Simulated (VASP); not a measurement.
**ZnO (sol): single point with PBEsol**

ZnO (sol):

```
Zn O
1.0
     3.23091    0.00000    0.00000
    -1.61545    2.79805    0.00000
     0.00000    0.00000    5.21561
Zn O
2 2
Direct
  0.33333 0.66667 0.97429
  0.66667 0.33333 0.47429
  0.33333 0.66667 0.40771
  0.66667 0.33333 0.90771
```

```
Program                : VASP 6.6.1
Task                   : single point
Functional             : PBEsol
Potentials or basis    : VASP PAW PBE potentials, release 64 (Zn, O)
Cutoff                 : 520 eV
k mesh                 : 9 × 9 × 6
Occupations            : gaussian, width 0.01 eV
Spin                   : no spin polarisation
Dipole correction      : no
Further INCAR settings : ALGO = Normal; EDIFF = 1e-07; NBANDS = 26
```

The pressure is 4.7 GPa, the largest force is 0.670 eV/Å and the band gap on the k mesh is 0.77 eV, direct.

Forces on the atoms (eV/Å):
```
Zn   0.000  0.000  0.670
Zn   0.000  0.000  0.670
O    0.000  0.000 -0.670
O    0.000  0.000 -0.670
```

Stress tensor (GPa, compression positive):
```
 9.60  0.00  0.00
 0.00  9.60  0.00
 0.00  0.00 -5.24
```

Levels at points of the mesh, in eV from the valence-band top:
| k point | band 15 | band 16 | band 17 | band 18 | band 19 | band 20 | band 21 | band 22 |
| --- | --- | --- | --- | --- | --- | --- | --- | --- |
| (0.00, 0.00, 0.00) | -0.46 | -0.46 | 0.00 | 0.00 | 0.77 | 4.84 | 7.84 | 12.66 |
| (0.00, 0.00, 0.50) | -0.22 | -0.22 | -0.22 | -0.22 | 3.29 | 3.29 | 9.60 | 9.60 |

Wall time 31 s on 1 thread of Intel(R) Xeon(R) Platinum 8488C (Sapphire Rapids), on a shared host, peak memory 0.18 GiB.

Caveat: the PAW data sets were made with another functional, which shifts forces and pressure a little.
